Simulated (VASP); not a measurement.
Wanted: the native input for a VASP 6.6.1 run.

* Task: single point
* Functional: LDA
* Potentials or basis: VASP PAW LDA potentials, release 64 (Al, N)
* Cutoff: 600 eV
* k mesh: 7 × 7 × 4
* Occupations: gaussian, width 0.01 eV
* Spin: no spin polarisation
* Dipole correction: no
* Further INCAR settings: ALGO = Normal; EDIFF = 1e-06; NBANDS = 16

The structure of AlN lies in POSCAR:

```
AlN
1.0
    3.2328468278      0.0000000000      0.0000000000
   -1.6164234139      2.7997274774      0.0000000000
    0.0000000000      0.0000000000      5.1727626243
Al N
2 2
Direct
    0.3333333333      0.6666666667      0.0000000000
    0.6666666667      0.3333333333      0.5000000000
    0.3333333333      0.6666666667      0.3800000000
    0.6666666667      0.3333333333      0.8800000000
```

One way to write it, as run:

INCAR

```
SYSTEM = AlN
ALGO     = Normal         ! electronic algorithm
EDIFF    = 1E-6           ! SCF threshold, eV
ENCUT    = 600            ! plane-wave cutoff, eV
GGA_COMPAT= .FALSE.      
ISIF     = 2              ! what is computed and relaxed
ISMEAR   = 0              ! smearing method
LASPH    = .TRUE.         ! aspherical terms in the spheres
LCHARG   = .FALSE.        ! write CHGCAR
LREAL    = .FALSE.        ! projectors in reciprocal space
LWAVE    = .FALSE.        ! write WAVECAR
NBANDS   = 16             ! bands
NELM     = 120            ! most SCF steps
PREC     = Accurate       ! precision mode
SIGMA    = 0.01           ! smearing width, eV
```

KPOINTS

```
k-points
0
G
  7 7 4
  0 0 0
```

Potentials or basis: VASP PAW LDA potentials, release 64 (Al, N).

Command:

```bash
$ cat potpaw_LDA.64/Al/POTCAR potpaw_LDA.64/N/POTCAR > POTCAR
$ mpirun -np 1 vasp_std > vasp.out
```

Results of the run:

```json
{
 "Pressure": "-21.8 GPa",
 "Largest force": "0.045 eV/Å",
 "Band gap on the k mesh": "3.28 eV, direct"
}
```

Run time: 15 s on 1 thread of AMD EPYC 7R43 64-Core Processor (Zen 3) (shared host), peak memory 0.12 GiB.
